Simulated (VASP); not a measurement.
# MoS2 (P6_3/mmc) in VASP: further runs, part 2 of 2

VASP 6.6.1. The steps go on from the part before.

**3. Single point, r2SCAN (18.42 Å³/atom)**

This run uses another cell than the first one, of 18.42 Å³/atom.

Input file POSCAR:

```
MoS2
1.0
    3.1780455649      0.0000000000      0.0000000000
   -1.5890227825      2.7522681936      0.0000000000
    0.0000000000      0.0000000000     12.6358231635
Mo S
2 4
Direct
    0.3333333333      0.6666666667      0.2500000000
    0.6666666667      0.3333333333      0.7500000000
    0.3333333333      0.6666666667      0.6271340210
    0.6666666667      0.3333333333      0.1271340210
    0.3333333333      0.6666666667      0.8728659790
    0.6666666667      0.3333333333      0.3728659790
```

Input file INCAR.step1:

```
SYSTEM = MoS2
PREC     = Accurate       ! precision mode
ENCUT    = 520            ! plane-wave cutoff, eV
ISMEAR   = 0              ! smearing method
SIGMA    = 0.02           ! smearing width, eV
LREAL    = .FALSE.        ! projectors in reciprocal space
LASPH    = .TRUE.         ! aspherical terms in the spheres
NELM     = 80             ! most SCF steps
NBANDS   = 35             ! bands
GGA      = PE             ! functional
ALGO     = Normal         ! electronic algorithm
EDIFF    = 1E-4           ! SCF threshold, eV
LWAVE    = .TRUE.         ! write WAVECAR
LCHARG   = .FALSE.        ! write CHGCAR
```

Input file INCAR.step2:

```
SYSTEM = MoS2
PREC     = Accurate       ! precision mode
ENCUT    = 520            ! plane-wave cutoff, eV
EDIFF    = 1E-6           ! SCF threshold, eV
ISMEAR   = 0              ! smearing method
SIGMA    = 0.02           ! smearing width, eV
LREAL    = .FALSE.        ! projectors in reciprocal space
LASPH    = .TRUE.         ! aspherical terms in the spheres
NELM     = 80             ! most SCF steps
ALGO     = Normal         ! electronic algorithm
ISIF     = 2              ! what is computed and relaxed
LWAVE    = .FALSE.        ! write WAVECAR
LCHARG   = .FALSE.        ! write CHGCAR
METAGGA  = R2SCAN         ! meta-GGA
LMIXTAU  = .TRUE.       
NBANDS   = 35             ! bands
ISTART   = 1
```

Input file KPOINTS:

```
regular mesh
0
G
  12 12 4
  0 0 0
```

Potentials or basis: VASP PAW PBE potentials, release 64 (Mo_sv, S).

Started as:

```console
$ cat potpaw_PBE.64/Mo_sv/POTCAR potpaw_PBE.64/S/POTCAR > POTCAR
$ cp INCAR.step1 INCAR
$ mpirun -np 1 vasp_std > vasp.out
$ cp INCAR.step2 INCAR
$ mpirun -np 1 vasp_std > vasp.out
```

OUTCAR:

```text
SYSTEM = MoS2
   PREC = Accurate
   ENCUT = 520
   EDIFF = 1E-6
   ISMEAR = 0
   LREAL = .FALSE.
   LASPH = .TRUE.
   NELM = 80
   ISIF = 2
   METAGGA = R2SCAN
   ISTART = 1

 ion  position               nearest neighbor table
   1  0.333  0.667  0.250-   4 2.40   6 2.40   4 2.40   6 2.40   4 2.40   6 2.40
   2  0.667  0.333  0.750-   3 2.40   5 2.40   3 2.40   5 2.40   3 2.40   5 2.40
   3  0.333  0.667  0.627-   2 2.40   2 2.40   2 2.40
   4  0.667  0.333  0.127-   1 2.40   1 2.40   1 2.40
   5  0.333  0.667  0.873-   2 2.40   2 2.40   2 2.40
   6  0.667  0.333  0.373-   1 2.40   1 2.40   1 2.40

  LATTYP: Found a hexagonal cell.
 ALAT       =     3.1780455649
 C/A-ratio  =     3.9759729385

  Lattice vectors:

 A1 = (   3.1780455649,   0.0000000000,   0.0000000000)
 A2 = (  -1.5890227825,   2.7522681936,   0.0000000000)
 A3 = (   0.0000000000,   0.0000000000,  12.6358231635)

Analysis of symmetry for initial positions (statically):
=====================================================================
[... 186 lines left out ...]
 cond. band min:       8.0573822997   @ k =   0.3333   0.3333   0.0000
 fundamental gap:      1.1154435547
 Fermi energy:         7.0659840156

 k-point     1 :       0.0000    0.0000    0.0000
  band No.  band energies     occupation
      1     -56.5052      2.00000
      2     -56.5052      2.00000
      3     -29.9225      2.00000
      4     -29.9225      2.00000
      5     -29.7071      2.00000
      6     -29.7071      2.00000
[... 901 lines left out ...]
     34      10.7325      0.00000
     35      14.1680      0.00000

 [... further k-points ...]

------------------------ aborting loop because EDIFF is reached ----------------------------------------

  FORCE on cell =-STRESS in cart. coord.  units (eV):
  Direction    XX          YY          ZZ          XY          YZ          ZX
  --------------------------------------------------------------------------------------
  -------------------------------------------------------------------------------------
  Total        0.5807833      0.5807833      0.5981958     -0.0000000     -0.0000000     -0.0000000
  in kB        8.4191890      8.4191890      8.6716063     -0.0000000     -0.0000000     -0.0000000
  external PRESSURE =       8.5033281 kB  Pullay stress =       0.0000000 kB

 VOLUME and BASIS-vectors are now :
 -----------------------------------------------------------------------------
  energy-cutoff  :      520.00
  volume of cell :      110.52
      direct lattice vectors                 reciprocal lattice vectors
     3.178045565  0.000000000  0.000000000     0.314658799  0.181668342  0.000000000
    -1.589022783  2.752268194  0.000000000     0.000000000  0.363336684  0.000000000
     0.000000000  0.000000000 12.635823163     0.000000000  0.000000000  0.079140076

 POSITION                                       TOTAL-FORCE (eV/Angst)
 -----------------------------------------------------------------------------------
     -0.00000      1.83485      3.15896        -0.000000      0.000000      0.000000
      1.58902      0.91742      9.47687         0.000000     -0.000000      0.000000
     -0.00000      1.83485      7.92435         0.000000      0.000000     -0.013699
      1.58902      0.91742      1.60644         0.000000      0.000000     -0.013699
     -0.00000      1.83485     11.02938        -0.000000     -0.000000      0.013699
      1.58902      0.91742      4.71147         0.000000     -0.000000      0.013699
 -----------------------------------------------------------------------------------
    total drift:                               -0.000000      0.000000     -0.000000

  FREE ENERGIE OF THE ION-ELECTRON SYSTEM (eV)
  ---------------------------------------------------
  free  energy   TOTEN  =       -90.0766887363 eV

  energy  without entropy=      -90.0766887363  energy(sigma->0) =      -90.07668874
```

OUTCAR.step1:

```text
SYSTEM = MoS2
   PREC = Accurate
   ENCUT = 520
   ISMEAR = 0
   LREAL = .FALSE.
   LASPH = .TRUE.
   NELM = 80
[... 1151 lines left out ...]
      1.58902      0.91742      1.60644         0.000000      0.000000     -0.146743
     -0.00000      1.83485     11.02938        -0.000000     -0.000000      0.146743
      1.58902      0.91742      4.71147         0.000000      0.000000      0.146743
 -----------------------------------------------------------------------------------
    total drift:                               -0.000000      0.000000     -0.000000

  FREE ENERGIE OF THE ION-ELECTRON SYSTEM (eV)
  ---------------------------------------------------
  free  energy   TOTEN  =       -43.6562286174 eV

  energy  without entropy=      -43.6562286174  energy(sigma->0) =      -43.65622862
```

Wall time 7.3 min (1 thread of Intel Xeon Platinum 8488C (Sapphire Rapids), shared host); peak memory 0.35 GiB.

Results:

```
Free energy            : -90.0767 eV
Pressure               : 0.9 GPa
Largest force          : 0.014 eV/Å
Band gap on the k mesh : 1.12 eV (least direct gap 1.74 eV)
```

Forces in eV/Å, atoms in the order of the input:
```
Mo   0.000  0.000  0.000
Mo   0.000  0.000  0.000
S    0.000  0.000 -0.014
S    0.000  0.000 -0.014
S    0.000  0.000  0.014
S    0.000  0.000  0.014
```

Levels at points of the mesh, in eV from the valence-band top:
```tsv
k point	band 22	band 23	band 24	band 25	band 26	band 27	band 28	band 29	band 30	band 31
(0.00, 0.00, 0.00)	-2.29	-2.29	-1.44	-1.02	0.00	2.29	2.29	2.31	2.31	2.49
(0.50, 0.00, 0.00)	-2.58	-1.83	-1.70	-1.36	-1.27	1.73	1.77	2.17	2.38	3.24
(0.00, 0.00, 0.50)	-2.30	-2.30	-2.30	-0.29	-0.29	2.29	2.29	2.29	2.29	2.56
(0.50, 0.00, 0.50)	-2.68	-1.77	-1.77	-1.31	-1.31	1.75	1.75	2.28	2.28	3.56
```

Caveat: the PAW data sets were made with another functional, which shifts forces and pressure a little. A k mesh can miss the band edges.

**4. Single point, r2SCAN**

This run uses another cell than the first one, of 18.99 Å³/atom.

Input file POSCAR:

```
MoS2
1.0
    3.1844192932      0.0000000000      0.0000000000
   -1.5922096466      2.7577880042      0.0000000000
    0.0000000000      0.0000000000     12.9745275123
Mo S
2 4
Direct
    0.3333333333      0.6666666667      0.2500000000
    0.6666666667      0.3333333333      0.7500000000
    0.3333333333      0.6666666667      0.6303292023
    0.6666666667      0.3333333333      0.1303292023
    0.3333333333      0.6666666667      0.8696707977
    0.6666666667      0.3333333333      0.3696707977
```

Input file INCAR.step1:

```
SYSTEM = MoS2
  PREC = Accurate
  ENCUT = 520
  ISMEAR = 0
  SIGMA = 0.02
  LREAL = .FALSE.
  LASPH = .TRUE.
  NELM = 80
  NBANDS = 35
  GGA = PE
  ALGO = Normal
  EDIFF = 1E-4
  LWAVE = .TRUE.
  LCHARG = .FALSE.
```

Input file INCAR.step2:

```
SYSTEM = MoS2
  PREC = Accurate
  ENCUT = 520
  EDIFF = 1E-6
  ISMEAR = 0
  SIGMA = 0.02
  LREAL = .FALSE.
  LASPH = .TRUE.
  NELM = 80
  ALGO = Normal
  ISIF = 2
  LWAVE = .FALSE.
  LCHARG = .FALSE.
  METAGGA = R2SCAN
  LMIXTAU = .TRUE.
  NBANDS = 35
  ISTART = 1
```

KPOINTS is that of step 3.

Started as:

```console
$ cat potpaw_PBE.64/Mo_sv/POTCAR potpaw_PBE.64/S/POTCAR > POTCAR
$ cp INCAR.step1 INCAR
$ mpirun -np 1 vasp_std > vasp.out
$ cp INCAR.step2 INCAR
$ mpirun -np 1 vasp_std > vasp.out
```

It took 7 min on 1 thread of Intel Xeon Platinum 8488C (Sapphire Rapids), shared host; peak memory 0.35 GiB.

The run converged. Its results:

| Quantity | Value |
| --- | --- |
| Free energy | -90.0851 eV |
| Pressure | 0.0 GPa |
| Band gap on the k mesh | 1.18 eV (least direct gap 1.73 eV) |

Forces in eV/Å, atoms in the order of the input:
```
Mo   0.000  0.000  0.000
Mo   0.000  0.000  0.000
S    0.000  0.000 -0.002
S    0.000  0.000 -0.002
S    0.000  0.000  0.002
S    0.000  0.000  0.002
```

Levels at points of the mesh, in eV from the valence-band top:
| k point | band 22 | band 23 | band 24 | band 25 | band 26 | band 27 | band 28 | band 29 | band 30 | band 31 |
| --- | --- | --- | --- | --- | --- | --- | --- | --- | --- | --- |
| (0.00, 0.00, 0.00) | -2.21 | -2.21 | -1.53 | -0.89 | 0.00 | 2.36 | 2.36 | 2.37 | 2.37 | 2.58 |
| (0.50, 0.00, 0.00) | -2.50 | -1.74 | -1.64 | -1.26 | -1.19 | 1.79 | 1.82 | 2.25 | 2.42 | 3.35 |
| (0.00, 0.00, 0.50) | -2.22 | -2.22 | -2.22 | -0.28 | -0.28 | 2.37 | 2.37 | 2.37 | 2.37 | 2.63 |
| (0.50, 0.00, 0.50) | -2.57 | -1.69 | -1.69 | -1.22 | -1.22 | 1.81 | 1.81 | 2.34 | 2.34 | 3.62 |

Caveat: the PAW data sets were made with another functional, which shifts forces and pressure a little.

**5. Summary**

| cell | gap on the mesh (eV) | pressure (GPa) |
| --- | --- | --- |
| a = 3.167, b = 3.167, c = 12.330 Å, angles 90.0, 90.0, 120.0°, 6 atoms, atomic positions A | 1.01 | 2.1 |
| a = 3.178, b = 3.178, c = 12.636 Å, angles 90.0, 90.0, 120.0°, 6 atoms, atomic positions B | 1.12 | 0.9 |
| a = 3.184, b = 3.184, c = 12.975 Å, angles 90.0, 90.0, 120.0°, 6 atoms, atomic positions C | 1.18 | 0.0 |

Alike in all rows: task single point; level r2SCAN; potentials or basis VASP PAW PBE potentials, release 64 (Mo_sv, S); no spin polarisation; k mesh 12 × 12 × 4; cutoff (eV) 520; smearing gaussian 0.02 eV.

Caveats: the PAW data sets were made with another functional, which shifts forces and pressure a little.

Total energies depend on the potentials used, so only differences within one code and one set of settings carry meaning.

**6. Against experiment**

Step 4. Measured gap of MoS2: 1.3 eV (indirect; 300 K; “Multiwavelength excitation Raman Scattering Analysis of bulk and 2 dimensional MoS2: Vibrational properties of atomically thin MoS2 layers”, 2015, arxiv:1506.03228). This calculation gives 1.18 eV (-0.12 eV). Spin-orbit coupling on Mo is left out. The value is that of r2SCAN on a finite k mesh, which can miss the band edges, without temperature or zero-point motion.
